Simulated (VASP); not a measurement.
A run of VASP 6.6.1 is set up as follows.

File INCAR:

```
SYSTEM = Sr
PREC = Accurate
ENCUT = 520
EDIFF = 1E-7
ISMEAR = 1
SIGMA = 0.1
LREAL = .FALSE.
LASPH = .TRUE.
NELM = 100
ALGO = Normal
ISIF = 2
LWAVE = .FALSE.
LCHARG = .FALSE.
GGA = PS
NBANDS = 17
```

The input KPOINTS:

```
regular mesh
0
G
  8 8 5
  0 0 0
```

File POSCAR:

```
Sr
1.0
    4.3100000000      0.0000000000      0.0000000000
   -2.1550000000      3.7325690000      0.0000000000
    0.0000000000      0.0000000000      7.0500000000
Sr
2
Direct
    0.3333333333      0.6666666667      0.2500000000
    0.6666666667      0.3333333333      0.7500000000
```

Potentials or basis: VASP PAW PBE potentials, release 64 (Sr_sv).

Launch:

```sh
$ cat potpaw_PBE.64/Sr_sv/POTCAR > POTCAR
$ mpirun -np 1 vasp_std > vasp.out
```

Task: What does it give for the pressure?

Result: -0.8 GPa.

Task: Predict the band gap on the k mesh.

Result: Zero (bands 10 and 11 overlap by 0.19 eV).

Stress tensor (GPa, compression positive):
```
-0.91  0.00  0.00
 0.00 -0.91  0.00
 0.00  0.00 -0.64
```

Caveat: the PAW data sets were made with another functional, which shifts forces and pressure a little.
